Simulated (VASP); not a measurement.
A run of VASP 6.6.1:

INCAR

```
PREC = Accurate
ENCUT = 520
EDIFF = 1E-6
ISMEAR = 0
SIGMA = 0.05
LREAL = False
LASPH = True
NELM = 80
ALGO = Normal
ISIF = 2
LWAVE = False
LCHARG = False
NBANDS = 25
```

KPOINTS

```
Automatic mesh
0
Gamma
  6 6 8
```

File POSCAR:

```
SiO2
1.0
    4.2050000000      0.0000000000      0.0000000000
    0.0000000000      4.2050000000      0.0000000000
    0.0000000000      0.0000000000      2.4058000000
Si O
2 4
Direct
    0.5000000000      0.5000000000      0.5000000000
    0.0000000000      0.0000000000      0.0000000000
    0.6944252994      0.6944252994      0.0000000000
    0.1944252994      0.8055747006      0.5000000000
    0.3055747006      0.3055747006      0.0000000000
    0.8055747006      0.1944252994      0.5000000000
```

Potentials or basis: VASP PAW LDA potentials, release 64 (Si, O).

The run is started by

```bash
$ cat potpaw_LDA.64/Si/POTCAR potpaw_LDA.64/O/POTCAR > POTCAR
$ mpirun -np 1 vasp_std > vasp.out
```

Hardware: 1 thread of Intel(R) Xeon(R) 6975P-C (Granite Rapids), with other jobs on the host.

Q: Estimate the wall time of this run.

A: Wall time 14 s on 1 thread of Intel(R) Xeon(R) 6975P-C (Granite Rapids), on a shared host, peak memory 0.15 GiB. Counts: scf iterations 12, k points 50.
